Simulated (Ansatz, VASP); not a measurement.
One calculation of Rh, two programs

```
Rh
1.0
     2.69175    0.00000    0.00000
    -1.34587    2.33112    0.00000
     0.00000    0.00000    8.79807
Rh
4
Direct
  0.00000 0.00000 0.00000
  0.00000 0.00000 0.50000
  0.33333 0.66667 0.25000
  0.66667 0.33333 0.75000
```

Alike in both runs: task relaxation of cell and atoms; functional LDA; k mesh 10 × 10 × 3; no spin polarisation.

|  | VASP | Ansatz |
| --- | --- | --- |
| version | VASP 6.6.1 | Ansatz 0.2.0 |
| potentials or method | VASP PAW LDA potentials, release 64 (Rh_pv), cutoff 600 eV | plane waves, PAW |
| occupations | fermi-dirac, width 0.1 eV | fermi-dirac |
| valence electrons in the cell | 60 | 68 |

|  | VASP | Ansatz | Ansatz less VASP |
| --- | --- | --- | --- |
| relaxed volume (Å³/atom) | 13.29 | 13.25 | -0.034 |
| relaxed cell length with the largest relative difference (Å) | 2.657 | 2.655 | -0.0023 |

LDA's correlation is that of Perdew and Zunger in VASP and of Perdew and Wang (1992) in Ansatz. VASP's potentials hold 60 valence electrons a cell and Ansatz's 68, so a difference there can come from the potentials and not from the codes.
